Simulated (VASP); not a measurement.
Input of a VASP 6.6.1 run:

File INCAR:

```
PREC = Accurate
ENCUT = 520
EDIFF = 1E-6
ISMEAR = 0
SIGMA = 0.1
LREAL = False
LASPH = True
NELM = 80
ALGO = Normal
ISIF = 2
LWAVE = False
LCHARG = False
GGA = PE
NBANDS = 8
```

Contents of KPOINTS:

```
Automatic mesh
0
Gamma
  6 6 6
```

Contents of POSCAR:

```
Sb
1.0
    3.3726289600      0.0000000000      0.0000000000
    0.0000000000      3.3726289600      0.0000000000
    0.0000000000      0.0000000000      3.0380313500
Sb
1
Direct
    0.5000000000      0.5000000000      0.5000000000
```

Potentials or basis: VASP PAW PBE potentials, release 64 (Sb).

Launch:

```sh
$ cat potpaw_PBE.64/Sb/POTCAR > POTCAR
$ mpirun -np 1 vasp_std > vasp.out
```

Q: Estimate the band gap on the k mesh.

A: Zero (an odd number of electrons rules out a gap without spin polarisation).

Q: What does it give for the pressure?

A: -4.2 GPa.

Stress tensor (GPa, compression positive):
```
-7.92  0.00  0.00
 0.00 -7.92  0.00
 0.00  0.00  3.27
```

Caveat: the cell stands under tension; spin-orbit coupling is left out, which moves the levels of the heavy elements.
